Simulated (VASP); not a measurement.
# Mg3HO4 in VASP: single point with PBE

Aim: the single point of Mg3HO4 with PBE.

Everything below comes from runs of VASP 6.6.1. Logs are shortened: lines on timing, memory, paths and dates and some standing lists are left out, and cuts for length are marked.

**1. The cell of the first run**

The cell holds a slab with vacuum, 8 atoms: a = 3.009 Å, b = 3.009 Å, c = 22.640 Å, α = 90.00°, β = 90.00°, γ = 120.00°.

**2. Single point, PBE, collinear spin**

The input, INCAR:

```
SYSTEM = Mg3HO4
  ALGO = Normal
  DIPOL = 0.5 0.5 0.360
  EDIFF = 1E-6
  ENCUT = 520
  GGA = PE
  IDIPOL = 3
  ISIF = 2
  ISMEAR = 0
  ISPIN = 2
  LASPH = .True.
  LCHARG = .False.
  LDIPOL = .True.
  LORBIT = 11
  LREAL = .False.
  LWAVE = .False.
  MAGMOM = 0 0 0 0 0 0 0 1
  NBANDS = 30
  NELM = 150
  PREC = Accurate
  SIGMA = 0.05
```

The input, KPOINTS:

```
k-points
0
Gamma
  9 9 1
  0 0 0
```

The input, POSCAR:

```
Mg3HO4
1.0
    3.0085896295      0.0000000000      0.0000000000
   -1.5042948148      2.6055150487      0.0000000000
    0.0000000000      0.0000000000     22.6402162255
O Mg H
4 3 1
Direct
    0.3333333333      0.6666666667      0.1766767579
    0.0000000000      0.0000000000      0.2851785107
    0.6666666667      0.3333333333      0.3912489117
    0.3333333333      0.6666666667      0.4920543211
    0.6666666667      0.3333333333      0.2309276343
    0.3333333333      0.6666666667      0.3403531139
    0.0000000000      0.0000000000      0.4520540694
    0.5000000000      1.3333333333      0.5109909133
```

Potentials or basis: VASP PAW PBE potentials, release 64 (O, Mg, H).

Command:

```
cat potpaw_PBE.64/O/POTCAR potpaw_PBE.64/Mg/POTCAR potpaw_PBE.64/H/POTCAR > POTCAR
mpirun -np 1 vasp_std > vasp.out
```

OUTCAR:

```text
SYSTEM = Mg3HO4
   EDIFF = 1E-6
   ENCUT = 520
   GGA = PE
   ISIF = 2
   ISMEAR = 0
   ISPIN = 2
   LASPH = .True.
   LORBIT = 11
   LREAL = .False.
   NELM = 150
   PREC = Accurate

 ion  position               nearest neighbor table
   1  0.333  0.667  0.177-   5 2.13   5 2.13   5 2.13
   2  0.000  0.000  0.285-   5 2.13   5 2.13   5 2.13   6 2.14   6 2.14   6 2.14
   3  0.667  0.333  0.391-   6 2.08   6 2.08   6 2.08   7 2.22   7 2.22   7 2.22
   4  0.333  0.667  0.492-   8 1.39   7 1.96   7 1.96   7 1.96
   5  0.667  0.333  0.231-   1 2.13   1 2.13   2 2.13   2 2.13   2 2.13   1 2.13   6 3.03   6 3.03
                             6 3.03
   6  0.333  0.667  0.340-   3 2.08   3 2.08   3 2.08   2 2.14   2 2.14   2 2.14   5 3.03   5 3.03
                             5 3.03   7 3.07   7 3.07   7 3.07
   7  0.000  0.000  0.452-   8 1.88   4 1.96   4 1.96   4 1.96   3 2.22   3 2.22   3 2.22   8 2.25
                             6 3.07   6 3.07   6 3.07
   8  0.500  0.333  0.511-   4 1.39   7 1.88   7 2.25

  LATTYP: Found a hexagonal cell.
 ALAT       =     3.0085896295
 C/A-ratio  =     7.5251925366

  Lattice vectors:

 A1 = (   3.0085896295,   0.0000000000,   0.0000000000)
 A2 = (  -1.5042948148,   2.6055150487,   0.0000000000)
 A3 = (   0.0000000000,   0.0000000000,  22.6402162255)

Analysis of symmetry for initial positions (statically):
=====================================================================
 Subroutine PRICEL returns:
 Original cell was already a primitive cell.

 Routine SETGRP: Setting up the symmetry group for a
 hexagonal supercell.

 Subroutine GETGRP returns: Found  1 space group operations
 (whereof  1 operations were pure point group operations)
 out of a pool of 24 trial point group operations.

The static configuration has the point symmetry C_1 .

Analysis of symmetry for dynamics (positions and initial velocities):
=====================================================================
 Subroutine PRICEL returns:
 Original cell was already a primitive cell.

 Routine SETGRP: Setting up the symmetry group for a
 hexagonal supercell.

 Subroutine GETGRP returns: Found  1 space group operations
 (whereof  1 operations were pure point group operations)
 out of a pool of 24 trial point group operations.

The dynamic configuration has the point symmetry C_1 .

Analysis of structural, dynamic, and magnetic symmetry:
=====================================================================
 Subroutine PRICEL returns:
 Original cell was already a primitive cell.

 Routine SETGRP: Setting up the symmetry group for a
 hexagonal supercell.

 Subroutine GETGRP returns: Found  1 space group operations
 (whereof  1 operations were pure point group operations)
 out of a pool of 24 trial point group operations.

The overall configuration has the point symmetry C_1 .

 Subroutine INISYM returns: Found  1 space group operations
 (whereof  1 operations are pure point group operations),
 and found     1 'primitive' translations

----------------------------------------------------------------------------------------

                                     Primitive cell

  volume of cell :     177.4750

  direct lattice vectors                    reciprocal lattice vectors
     3.008589629  0.000000000  0.000000000     0.332381655  0.191900638  0.000000000
    -1.504294815  2.605515049  0.000000000     0.000000000  0.383801276  0.000000000
     0.000000000  0.000000000 22.640216226     0.000000000  0.000000000  0.044169189

  length of vectors
     3.008589629  3.008589630 22.640216226     0.383801276  0.383801276  0.044169189

  position of ions in fractional coordinates (direct lattice)
     0.333333333  0.666666667  0.176676758
     0.000000000  0.000000000  0.285178511
     0.666666667  0.333333333  0.391248912
     0.333333333  0.666666667  0.492054321
     0.666666667  0.333333333  0.230927634
     0.333333333  0.666666667  0.340353114
     0.000000000  0.000000000  0.452054069
     0.500000000  0.333333333  0.510990913

[... 70 lines left out ...]
   NGX,Y,Z   is equivalent  to a cutoff of  13.26, 13.26, 12.34 a.u.
   NGXF,Y,Z  is equivalent  to a cutoff of  26.52, 26.52, 24.67 a.u.
 SYSTEM =  Mg3HO4
   PREC   = accura    normal or accurate (medium, high low for compatibility)
   ISTART =      0    job   : 0-new  1-cont  2-samecut
   ICHARG =      2    charge: 1-file 2-atom 10-const
   ISPIN  =      2    spin polarized calculation?
   LNONCOLLINEAR =      F non collinear calculations
   LSORBIT =      F    spin-orbit coupling
   LASPH  =      T    aspherical Exc in radial PAW
   ENCUT  =  520.0 eV  38.22 Ry    6.18 a.u.   5.59  5.59 42.10*2*pi/ulx,y,z
   NELM   =    150;   NELMIN=  2; NELMDL= -5     # of ELM steps
   EDIFF  = 0.1E-05   stopping-criterion for ELM
   LREAL  =      F    real-space projection
   EDIFFG = 0.1E-04   stopping-criterion for IOM
   NSW    =      0    number of steps for IOM
   IBRION =     -1    ionic relax: 0-MD 1-quasi-New 2-CG
   NFREE  =      0    steps in history (QN), initial steepest desc. (CG)
   ISIF   =      2    stress and relaxation
   ISYM   =      2    0-nonsym 1-usesym 2-fastsym
   POTIM  = 0.5000    time-step for ionic-motion
   TEBEG  =    0.0;   TEEND  =   0.0 temperature during run
   PSTRESS=    0.0 pullay stress
   NELECT =      31.0000    total number of electrons
   NUPDOWN=      -1.0000    fix difference up-down
   EMIN   =  10.00;   EMAX   =-10.00  energy-range for DOS
   EFERMI =   0.00;   METHOD = LEGACY
   ISMEAR =     0;   SIGMA  =   0.05  broadening in eV -4-tet -1-fermi 0-gaus
   EFERMI_NEDOS =   21; number of points for ismear=-14 and -15
   IALGO  =     38    algorithm
   IMIX   =      4    mixing-type and parameters
     AMIX     =   0.40;   BMIX     =  1.00
     AMIX_MAG =   1.60;   BMIX_MAG =  1.00
  volume/ion in A,a.u.               =      22.18       149.71
  Fermi-wavevector in a.u.,A,eV,Ry     =   0.915130  1.729346 11.394387  0.837464
  Thomas-Fermi vector in A             =   2.039837
   LORBIT       =     11    0 simple, 1 ext, 2 COOP (PROOUT), +10 PAW based schemes
   GGA     = PE    functional components
   LHFCALC =     F    Hartree Fock is set to
   AEXX    =    0.0000 exact exchange contribution
   IVDW    =     0    specifies the selected vdW correction
   LEPSILON=     F    determine dielectric tensor
   LRPA    =     F    only Hartree local field effects (RPA)
 spin polarized calculation
 Gauss-broadening in eV      SIGMA  =   0.05
  energy-cutoff  :      520.00
  volume of cell :      177.47
 maximum number of plane-waves:      4861
   NGX = 11   NGY = 11   NGZ = 85

 number of electron      31.0000018 magnetization      -0.2213063

 number of electron      31.0000018 magnetization       1.0014482

 dipolmoment           0.000000      0.000000     -0.242419 electrons x Angstroem

 Free energy of the ion-electron system (eV)
  ---------------------------------------------------
  ext. energy  EPLUGINS =         0.00000000
  ---------------------------------------------------
  free energy    TOTEN  =       -41.35873241 eV

  energy without entropy =      -41.35735719  energy(sigma->0) =      -41.35804480

 E-fermi :  -2.5853     XC(G=0):  -4.8736

 val. band max:       -2.6258636139   @ k =   0.0000   0.2222   0.0000
 cond. band min:      -2.5283636527   @ k =   0.0000   0.0000   0.0000
 fundamental gap:      0.0974999612
 Fermi energy:        -2.5853072095

 spin component 1

 k-point     1 :       0.0000    0.0000    0.0000
  band No.  band energies     occupation
      1     -22.9254      1.00000
      2     -20.1231      1.00000
      3     -19.6647      1.00000
      4     -19.1034      1.00000
      5      -8.7708      1.00000
      6      -7.3589      1.00000
[... 709 lines left out ...]
     26       8.7429      0.00000
     27       9.0856      0.00000

 [... further k-points ...]

 spin component 2

 k-point     1 :       0.0000    0.0000    0.0000
  band No.  band energies     occupation
      1     -22.9271      1.00000
      2     -20.0858      1.00000
      3     -19.3607      1.00000
      4     -17.9132      1.00000
      5      -8.7727      1.00000
      6      -7.3525      1.00000
[... 709 lines left out ...]
     26       8.7870      0.00000
     27       9.2216      0.00000

 [... further k-points ...]

 [bands above 27 left out]

------------------------ aborting loop because EDIFF is reached ----------------------------------------

 vacuum level on the upper side and lower side of the slab       (xc-potential included)        -2.787         2.728

  FORCE on cell =-STRESS in cart. coord.  units (eV):
  Direction    XX          YY          ZZ          XY          YZ          ZX
  --------------------------------------------------------------------------------------
  -------------------------------------------------------------------------------------
  Total       -0.8716040     -1.4230276      0.7636361      4.0025529      1.3940225     -0.2333084
  in kB       -7.8685136    -12.8465580      6.8938199     36.1335437     12.5847114     -2.1062205
  external PRESSURE =      -4.6070839 kB  Pullay stress =       0.0000000 kB

 VOLUME and BASIS-vectors are now :
 -----------------------------------------------------------------------------
  energy-cutoff  :      520.00
  volume of cell :      177.47
      direct lattice vectors                 reciprocal lattice vectors
     3.008589629  0.000000000  0.000000000     0.332381655  0.191900638  0.000000000
    -1.504294815  2.605515049  0.000000000     0.000000000  0.383801276  0.000000000
     0.000000000  0.000000000 22.640216226     0.000000000  0.000000000  0.044169189

 POSITION                                       TOTAL-FORCE (eV/Angst)
 -----------------------------------------------------------------------------------
     -0.00000      1.73701      4.00000        -0.000508     -0.000434      0.548797
      0.00000      0.00000      6.45650        -0.001021     -0.002777      0.189129
      1.50429      0.86851      8.85796        -0.035631     -0.035680      1.341032
     -0.00000      1.73701     11.14022         2.744519     -1.923575      2.859737
      1.50429      0.86851      5.22825         0.000361      0.000280     -0.562169
     -0.00000      1.73701      7.70567         0.002875      0.000388     -0.562986
      0.00000      0.00000     10.23460        -0.637007     -0.343741     -3.806829
      1.00286      0.86851     11.56894        -2.073589      2.305538     -0.006712
 -----------------------------------------------------------------------------------
    total drift:                               -0.000130      0.000045      0.000860

  FREE ENERGIE OF THE ION-ELECTRON SYSTEM (eV)
  ---------------------------------------------------
  free  energy   TOTEN  =       -41.3587324109 eV

  energy  without entropy=      -41.3573571862  energy(sigma->0) =      -41.35804480

 vacuum level on the upper side and lower side of the slab         1.336         6.995

 total charge

# of ion       s       p       d       tot
------------------------------------------
    1        1.593   3.215   0.000   4.807
    2        1.544   3.532   0.000   5.076
    3        1.544   3.529   0.000   5.073
    4        1.565   3.457   0.000   5.023
    5        0.147   0.163   0.067   0.377
    6        0.146   0.174   0.076   0.396
    7        0.155   0.192   0.091   0.437
    8        0.361   0.026   0.000   0.387
--------------------------------------------------
tot          7.056  14.287   0.234  21.578

 magnetization (x)

# of ion       s       p       d       tot
------------------------------------------
    1        0.010   0.785   0.000   0.795
    2       -0.000   0.023   0.000   0.023
    3        0.000   0.003   0.000   0.003
    4       -0.000  -0.000   0.000  -0.001
    5       -0.005   0.002   0.005   0.002
    6       -0.000   0.000   0.000  -0.000
    7       -0.000  -0.000   0.000  -0.000
    8       -0.001  -0.000   0.000  -0.001
--------------------------------------------------
tot          0.003   0.813   0.005   0.820
```

It took 39 min on 1 thread of Intel Xeon Platinum 8488C (Sapphire Rapids), shared host; peak memory 0.54 GiB.

Results:

| Item | Value |
| --- | --- |
| Free energy | -41.3587 eV |
| Largest force | 4.406 eV/Å |
| Band gap on the k mesh | zero (filled and empty bands overlap) |
| Net moment | 1.00 μB per cell |
| Site moments | O +0.80, +0.02, +0.00, -0.00; Mg +0.00, -0.00 (each value once); H -0.00 μB |
| Valence electrons inside the program's atomic spheres | O 4.81, 5.08, 5.07, 5.02; Mg 0.38, 0.40, 0.44; H 0.39 |

Forces in eV/Å, atoms in the order of the input:
```
O   -0.001  0.000  0.549
O   -0.001 -0.003  0.189
O   -0.036 -0.036  1.341
O    2.745 -1.924  2.860
Mg   0.000  0.000 -0.562
Mg   0.003  0.000 -0.563
Mg  -0.637 -0.344 -3.807
H   -2.074  2.306 -0.007
```

The gap in the log of VASP goes by the Fermi energy; the results here count the filled bands.